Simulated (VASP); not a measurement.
# BaZrO3 (Pm-3m) in VASP: notebook, part 2 of 2

VASP 6.6.1.

## (4) Single point, r2SCAN (14.87 Å³/atom)

This run uses another cell than the first one, of 14.87 Å³/atom.

POSCAR

```
BaZrO3
1.0
    4.2050464628      0.0000000000      0.0000000000
    0.0000000000      4.2050464628      0.0000000000
    0.0000000000      0.0000000000      4.2050464628
Ba Zr O
1 1 3
Direct
    0.0000000000      0.0000000000      0.0000000000
    0.5000000000      0.5000000000      0.5000000000
    0.0000000000      0.5000000000      0.5000000000
    0.5000000000      0.5000000000      0.0000000000
    0.5000000000      0.0000000000      0.5000000000
```

INCAR.step1

```
  PREC = Accurate
  ENCUT = 520
  ISMEAR = 0
  SIGMA = 0.05
  LREAL = False
  LASPH = True
  NELM = 60
  NBANDS = 28
  GGA = PE
  ALGO = Normal
  EDIFF = 1E-4
  LWAVE = True
  LCHARG = False
```

INCAR.step2

```
  PREC = Accurate
  ENCUT = 520
  EDIFF = 1E-6
  ISMEAR = 0
  SIGMA = 0.05
  LREAL = False
  LASPH = True
  NELM = 60
  ALGO = Normal
  ISIF = 2
  LWAVE = False
  LCHARG = False
  METAGGA = R2SCAN
  LMIXTAU = True
  NBANDS = 28
  ISTART = 1
```

KPOINTS

```
regular mesh
0
Gamma
  6 6 6
```

Potentials or basis: VASP PAW PBE potentials, release 64 (Ba_sv, Zr_sv, O).

The run is started by

```console
$ cat potpaw_PBE.64/Ba_sv/POTCAR potpaw_PBE.64/Zr_sv/POTCAR potpaw_PBE.64/O/POTCAR > POTCAR
$ cp INCAR.step1 INCAR
$ mpirun -np 1 vasp_std > vasp.out
$ cp INCAR.step2 INCAR
$ mpirun -np 1 vasp_std > vasp.out
```

OUTCAR:

```text
PREC = Accurate
   ENCUT = 520
   EDIFF = 1E-6
   ISMEAR = 0
   LREAL = False
   LASPH = True
   NELM = 60
   ISIF = 2
   METAGGA = R2SCAN
   ISTART = 1

 ion  position               nearest neighbor table
   1  0.000  0.000  0.000-   3 2.97   4 2.97   5 2.97   3 2.97   5 2.97   3 2.97   4 2.97   3 2.97
                             4 2.97   5 2.97   5 2.97   4 2.97   2 3.64   2 3.64   2 3.64   2 3.64
   2  0.500  0.500  0.500-   3 2.10   4 2.10   5 2.10   4 2.10   5 2.10   3 2.10   1 3.64   1 3.64
                             1 3.64   1 3.64   1 3.64   1 3.64   1 3.64   1 3.64
   3  0.000  0.500  0.500-   2 2.10   2 2.10   1 2.97   1 2.97   1 2.97   1 2.97
   4  0.500  0.500  0.000-   2 2.10   2 2.10   1 2.97   1 2.97   1 2.97   1 2.97
   5  0.500  0.000  0.500-   2 2.10   2 2.10   1 2.97   1 2.97   1 2.97   1 2.97

  LATTYP: Found a simple cubic cell.
 ALAT       =     4.2050464628

  Lattice vectors:

 A1 = (   4.2050464628,   0.0000000000,   0.0000000000)
 A2 = (   0.0000000000,   4.2050464628,   0.0000000000)
 A3 = (   0.0000000000,   0.0000000000,   4.2050464628)

Analysis of symmetry for initial positions (statically):
=====================================================================
 Subroutine PRICEL returns:
 Original cell was already a primitive cell.

 Routine SETGRP: Setting up the symmetry group for a
 simple cubic supercell.

 Subroutine GETGRP returns: Found 48 space group operations
 (whereof 48 operations were pure point group operations)
 out of a pool of 48 trial point group operations.

The static configuration has the point symmetry O_h .

Analysis of symmetry for dynamics (positions and initial velocities):
=====================================================================
 Subroutine PRICEL returns:
 Original cell was already a primitive cell.

 Routine SETGRP: Setting up the symmetry group for a
 simple cubic supercell.

[... 123 lines left out ...]
   IMIX   =      4    mixing-type and parameters
     AMIX     =   0.40;   BMIX     =  1.00
     AMIX_MAG =   1.60;   BMIX_MAG =  1.00
  volume/ion in A,a.u.               =      14.87       100.35
  Fermi-wavevector in a.u.,A,eV,Ry     =   1.331447  2.516071 24.119759  1.772752
  Thomas-Fermi vector in A             =   2.460458
   LORBIT       =      0    0 simple, 1 ext, 2 COOP (PROOUT), +10 PAW based schemes
   METAGGA = R2SCAN    functional components
   LHFCALC =     F    Hartree Fock is set to
   AEXX    =    0.0000 exact exchange contribution
   IVDW    =     0    specifies the selected vdW correction
   LEPSILON=     F    determine dielectric tensor
   LRPA    =     F    only Hartree local field effects (RPA)
 non-spin polarized calculation
 Gauss-broadening in eV      SIGMA  =   0.05
  energy-cutoff  :      520.00
  volume of cell :       74.36
 maximum number of plane-waves:      2016
 NGX is ok and might be reduce to    32
   NGX = 15   NGY = 15   NGZ = 15

 number of electron      39.9999994 magnetization

 Free energy of the ion-electron system (eV)
  ---------------------------------------------------
  ext. energy  EPLUGINS =         0.00000000
  ---------------------------------------------------
  free energy    TOTEN  =       -85.10549193 eV

  energy without entropy =      -85.10549193  energy(sigma->0) =      -85.10549193

 E-fermi :   3.7484     XC(G=0): -11.3375

 val. band max:        3.4154982385   @ k =   0.5000   0.5000   0.5000
 cond. band min:       7.0942599198   @ k =   0.0000   0.0000   0.0000
 fundamental gap:      3.6787616813
 Fermi energy:         3.7483965559

 k-point     1 :       0.0000    0.0000    0.0000
  band No.  band energies     occupation
      1     -45.1587      2.00000
      2     -22.6127      2.00000
      3     -22.5885      2.00000
      4     -22.5885      2.00000
      5     -22.5885      2.00000
      6     -13.9105      2.00000
[... 609 lines left out ...]
     27      13.0944      0.00000
     28      13.0944      0.00000

------------------------ aborting loop because EDIFF is reached ----------------------------------------

  FORCE on cell =-STRESS in cart. coord.  units (eV):
  Direction    XX          YY          ZZ          XY          YZ          ZX
  --------------------------------------------------------------------------------------
  -------------------------------------------------------------------------------------
  Total        0.4767010      0.4767010      0.4767010      0.0000000      0.0000000     -0.0000000
  in kB       10.2717449     10.2717449     10.2717449      0.0000000      0.0000000     -0.0000000
  external PRESSURE =      10.2717449 kB  Pullay stress =       0.0000000 kB

 VOLUME and BASIS-vectors are now :
 -----------------------------------------------------------------------------
  energy-cutoff  :      520.00
  volume of cell :       74.36
      direct lattice vectors                 reciprocal lattice vectors
     4.205046463  0.000000000  0.000000000     0.237809501  0.000000000  0.000000000
     0.000000000  4.205046463  0.000000000     0.000000000  0.237809501  0.000000000
     0.000000000  0.000000000  4.205046463     0.000000000  0.000000000  0.237809501

 POSITION                                       TOTAL-FORCE (eV/Angst)
 -----------------------------------------------------------------------------------
      0.00000      0.00000      0.00000         0.000000      0.000000      0.000000
      2.10252      2.10252      2.10252         0.000000      0.000000      0.000000
      0.00000      2.10252      2.10252         0.000000      0.000000      0.000000
      2.10252      2.10252      0.00000         0.000000      0.000000      0.000000
      2.10252      0.00000      2.10252         0.000000      0.000000      0.000000
 -----------------------------------------------------------------------------------
    total drift:                                0.000000     -0.000000     -0.000000

  FREE ENERGIE OF THE ION-ELECTRON SYSTEM (eV)
  ---------------------------------------------------
  free  energy   TOTEN  =       -85.1054919266 eV

  energy  without entropy=      -85.1054919266  energy(sigma->0) =      -85.10549193
```

OUTCAR.step1:

```text
PREC = Accurate
   ENCUT = 520
   ISMEAR = 0
   LREAL = False
   LASPH = True
[... 847 lines left out ...]
      2.10252      2.10252      2.10252         0.000000      0.000000      0.000000
      0.00000      2.10252      2.10252         0.000000      0.000000      0.000000
      2.10252      2.10252      0.00000         0.000000      0.000000      0.000000
      2.10252      0.00000      2.10252         0.000000      0.000000      0.000000
 -----------------------------------------------------------------------------------
    total drift:                                0.000000     -0.000000     -0.000000

  FREE ENERGIE OF THE ION-ELECTRON SYSTEM (eV)
  ---------------------------------------------------
  free  energy   TOTEN  =       -41.7061386391 eV

  energy  without entropy=      -41.7061386391  energy(sigma->0) =      -41.70613864
```

OSZICAR.step1:

```text
N       E                     dE             d eps       ncg     rms          rms(c)
DAV:   1     0.310935101433E+03    0.31094E+03   -0.21816E+04  1120   0.140E+03
DAV:   2    -0.282326030271E+02   -0.33917E+03   -0.32863E+03  1412   0.353E+02
DAV:   3    -0.487245557474E+02   -0.20492E+02   -0.20408E+02  1792   0.814E+01
DAV:   4    -0.492949960381E+02   -0.57044E+00   -0.56985E+00  1524   0.107E+01
DAV:   5    -0.493063139541E+02   -0.11318E-01   -0.11317E-01  1588   0.124E+00    0.284E+01
DAV:   6    -0.418022285204E+02    0.75041E+01   -0.38206E+01  1332   0.382E+01    0.125E+01
DAV:   7    -0.417216503716E+02    0.80578E-01   -0.27879E+00  1552   0.910E+00    0.762E+00
DAV:   8    -0.417091551813E+02    0.12495E-01   -0.34896E-01  1328   0.431E+00    0.714E-01
DAV:   9    -0.417047793220E+02    0.43759E-02   -0.63216E-02  1476   0.137E+00    0.520E-01
DAV:  10    -0.417065072515E+02   -0.17279E-02   -0.16606E-02  1548   0.104E+00    0.261E-01
DAV:  11    -0.417060782352E+02    0.42902E-03   -0.20972E-03  1408   0.367E-01    0.392E-02
DAV:  12    -0.417061386391E+02   -0.60404E-04   -0.17897E-04  1088   0.922E-02
   1 F= -.41706139E+02 E0= -.41706139E+02  d E =-.197781E-17
```

Run time: 3.5 min. Hardware: 1 thread of Intel Xeon 8259CL, shared host; peak memory 0.21 GiB.

What came out:

- Free energy: -85.1055 eV
- Pressure: 1.0 GPa
- Band gap on the k mesh: 3.68 eV (least direct gap 3.93 eV)

Caveat: the PAW data sets were made with another functional, which shifts forces and pressure a little; spin-orbit coupling is left out, which moves the levels of the heavy elements. A k mesh can miss the band edges.

## (5) Single point, r2SCAN

This run uses another cell than the first one, of 14.87 Å³/atom.

POSCAR is that of step 4.

INCAR.step1

```
SYSTEM = BaZrO3
PREC = Accurate
ENCUT = 520
ISMEAR = 0
SIGMA = 0.05
LREAL = .False.
LASPH = .True.
NELM = 60
NBANDS = 28
GGA = PE
ALGO = Normal
EDIFF = 1E-4
LWAVE = .True.
LCHARG = .False.
```

INCAR.step2

```
SYSTEM = BaZrO3
PREC = Accurate
ENCUT = 520
EDIFF = 1E-6
ISMEAR = 0
SIGMA = 0.05
LREAL = .False.
LASPH = .True.
NELM = 60
ALGO = Normal
ISIF = 2
LWAVE = .False.
LCHARG = .False.
METAGGA = R2SCAN
LMIXTAU = .True.
NBANDS = 28
ISTART = 1
```

KPOINTS

```
Automatic mesh
0
Gamma
  6 6 6
  0 0 0
```

Potentials or basis: VASP PAW PBE potentials, release 64 (Ba_sv, Zr_sv, O).

The run is started by

```console
$ cat potpaw_PBE.64/Ba_sv/POTCAR potpaw_PBE.64/Zr_sv/POTCAR potpaw_PBE.64/O/POTCAR > POTCAR
$ cp INCAR.step1 INCAR
$ mpirun -np 1 vasp_std > vasp.out
$ cp INCAR.step2 INCAR
$ mpirun -np 1 vasp_std > vasp.out
```

OUTCAR:

```text
SYSTEM = BaZrO3
   PREC = Accurate
   ENCUT = 520
   EDIFF = 1E-6
   ISMEAR = 0
   LREAL = .False.
   LASPH = .True.
   NELM = 60
   ISIF = 2
   METAGGA = R2SCAN
   ISTART = 1

 ion  position               nearest neighbor table
   1  0.000  0.000  0.000-   3 2.97   4 2.97   5 2.97   3 2.97   5 2.97   3 2.97   4 2.97   3 2.97
                             4 2.97   5 2.97   5 2.97   4 2.97   2 3.64   2 3.64   2 3.64   2 3.64
   2  0.500  0.500  0.500-   3 2.10   4 2.10   5 2.10   4 2.10   5 2.10   3 2.10   1 3.64   1 3.64
[... 822 lines left out ...]
  -------------------------------------------------------------------------------------
  Total        0.4767010      0.4767010      0.4767010      0.0000000      0.0000000     -0.0000000
  in kB       10.2717449     10.2717449     10.2717449      0.0000000      0.0000000     -0.0000000
  external PRESSURE =      10.2717449 kB  Pullay stress =       0.0000000 kB

 VOLUME and BASIS-vectors are now :
 -----------------------------------------------------------------------------
  energy-cutoff  :      520.00
  volume of cell :       74.36
      direct lattice vectors                 reciprocal lattice vectors
     4.205046463  0.000000000  0.000000000     0.237809501  0.000000000  0.000000000
     0.000000000  4.205046463  0.000000000     0.000000000  0.237809501  0.000000000
     0.000000000  0.000000000  4.205046463     0.000000000  0.000000000  0.237809501

 POSITION                                       TOTAL-FORCE (eV/Angst)
 -----------------------------------------------------------------------------------
      0.00000      0.00000      0.00000         0.000000      0.000000      0.000000
      2.10252      2.10252      2.10252         0.000000      0.000000      0.000000
      0.00000      2.10252      2.10252         0.000000      0.000000      0.000000
      2.10252      2.10252      0.00000         0.000000      0.000000      0.000000
      2.10252      0.00000      2.10252         0.000000      0.000000      0.000000
 -----------------------------------------------------------------------------------
    total drift:                                0.000000     -0.000000     -0.000000

  FREE ENERGIE OF THE ION-ELECTRON SYSTEM (eV)
  ---------------------------------------------------
  free  energy   TOTEN  =       -85.1054919266 eV

  energy  without entropy=      -85.1054919266  energy(sigma->0) =      -85.10549193
```

OUTCAR.step1:

```text
SYSTEM = BaZrO3
   PREC = Accurate
   ENCUT = 520
   ISMEAR = 0
   LREAL = .False.
   LASPH = .True.
[... 848 lines left out ...]
      0.00000      2.10252      2.10252         0.000000      0.000000      0.000000
      2.10252      2.10252      0.00000         0.000000      0.000000      0.000000
      2.10252      0.00000      2.10252         0.000000      0.000000      0.000000
 -----------------------------------------------------------------------------------
    total drift:                                0.000000     -0.000000     -0.000000

  FREE ENERGIE OF THE ION-ELECTRON SYSTEM (eV)
  ---------------------------------------------------
  free  energy   TOTEN  =       -41.7061386391 eV

  energy  without entropy=      -41.7061386391  energy(sigma->0) =      -41.70613864
```

Run time: 3.1 min. Hardware: 1 thread of Intel Xeon 8259CL, shared host; peak memory 0.21 GiB.

Results:

```yaml
Free_energy: -85.1055 eV
Pressure: 1.0 GPa
Band_gap_on_the_k_mesh: 3.68 eV (least direct gap 3.93 eV)
```

Caveat: the PAW data sets were made with another functional, which shifts forces and pressure a little; spin-orbit coupling is left out, which moves the levels of the heavy elements. A k mesh can miss the band edges.

## (6) Overview

```csv
cell,gap on the mesh (eV),pressure (GPa)
"a = 4.148 Å, 5 atoms",3.78,8.5
"a = 4.177 Å, 5 atoms",3.73,4.6
"a = 4.205 Å, 5 atoms",3.68,1.0
```

Alike in all rows: task single point; level r2SCAN; potentials or basis VASP PAW PBE potentials, release 64 (Ba_sv, Zr_sv, O); no spin polarisation; k mesh 6 × 6 × 6; cutoff (eV) 520; smearing gaussian 0.05 eV.

Caveats: the PAW data sets were made with another functional, which shifts forces and pressure a little; spin-orbit coupling is left out, which moves the levels of the heavy elements; the cell stands under pressure (at least some runs).

Total energies depend on the potentials used, so only differences within one code and one set of settings carry meaning.
